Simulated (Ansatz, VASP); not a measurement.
# Two plane-wave programs on Eu

File POSCAR:

```
Eu
1.0
   -2.2274745855      2.2274745855      2.2274745855
    2.2274745855     -2.2274745855      2.2274745855
    2.2274745855      2.2274745855     -2.2274745855
Eu
1
Direct
    0.0000000000      0.0000000000      0.0000000000
```

The input INCAR.step1:

```
PREC = Accurate ; ENCUT = 520
ISMEAR = -1 ; SIGMA = 0.05
LREAL = F ; LASPH = T
NELM = 150 ; ISPIN = 2
MAGMOM = 7.31 ; LMAXMIX = 6
NBANDS = 18 ; GGA = PE
ALGO = Normal ; EDIFF = 1E-4
LWAVE = T ; LCHARG = F
```

Contents of INCAR.step2:

```
PREC = Accurate ; ENCUT = 520
EDIFF = 1E-6 ; ISMEAR = -1
SIGMA = 0.05 ; LREAL = F
LASPH = T ; NELM = 150
ALGO = Normal ; ISIF = 2
LWAVE = F ; LCHARG = F
ISPIN = 2 ; MAGMOM = 7.31
LORBIT = 11 ; LMAXMIX = 6
METAGGA = R2SCAN ; LMIXTAU = T
NBANDS = 18 ; ISTART = 1
```

The input KPOINTS:

```
regular mesh
0
Gamma
  2 2 2
```

Input for Ansatz:

```yaml
crystal:
  lattice:
    - [-2.2274745855, 2.2274745855, 2.2274745855]
    - [2.2274745855, -2.2274745855, 2.2274745855]
    - [2.2274745855, 2.2274745855, -2.2274745855]
  atoms:
    - { symbol: Eu, position: [0.0, 0.0, 0.0], spin: 7.31 }
hamiltonian:
  xc: r2scan
  pseudopotentials:
    kind: paw
    azcp:
      Eu: "pseudopotentials/Eu.paw.azcp"
basis:
  ecutwfc: 500
  fft_grid_basis: typed
kpoints:
  mp_grid: { grid: [2, 2, 2], shift: [0, 0, 0] }
magnetization:
  spin_polarized: true
scf:
  occupations: { method: fermi_dirac, width: 0.05 }
  lower_state_search: "off"
output:
  stress: true
```

Alike in both runs: task single point; functional r2SCAN; k mesh 2 × 2 × 2; occupations fermi-dirac, width 0.05 eV; collinear spin.

|  | VASP | Ansatz |
| --- | --- | --- |
| version | VASP 6.6.1 | Ansatz 0.2.0 |
| potentials or method | VASP PAW PBE potentials, release 64 (Eu), cutoff 520 eV | plane waves (500 eV) with PAW, scalar-relativistic |
| valence electrons in the cell | 17 | 17 |

```tsv
	VASP	Ansatz	Ansatz less VASP
pressure (GPa)	-8.1	-7.5	+0.63
net moment per atom (μB)	6.98	7.07	+0.085
size of the moment on the site where the two differ most (μB)	6.53	6.94	+0.408
```

VASP's potentials were made for PBE, not for r2SCAN. Site moments also hang on the region over which each program counts them. Ansatz's warnings: stability check not made.

The k mesh is coarse, so the values compare programs but aren't converged. Spin-orbit coupling is off throughout.
